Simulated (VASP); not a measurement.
Here is a VASP 6.6.1 calculation.

File INCAR:

```
  ALGO = Normal
  EDIFF = 1E-6
  ENCUT = 520
  GGA = PE
  ISIF = 2
  ISMEAR = -1
  LASPH = T
  LCHARG = F
  LREAL = F
  LWAVE = F
  NBANDS = 8
  NELM = 80
  PREC = Accurate
  SIGMA = 0.08
```

Contents of KPOINTS:

```
k-points
0
Gamma
  18 18 18
```

The input POSCAR:

```
Al
1.0
    0.0000000000      2.0205472810      2.0205472810
    2.0205472810      0.0000000000      2.0205472810
    2.0205472810      2.0205472810      0.0000000000
Al
1
Direct
    0.0000000000      0.0000000000      0.0000000000
```

Potentials or basis: VASP PAW PBE potentials, release 64 (Al).

Run with:

```sh
$ cat potpaw_PBE.64/Al/POTCAR > POTCAR
$ mpirun -np 1 vasp_std > vasp.out
```

Question: Predict the pressure.

Answer: 0.0 GPa.
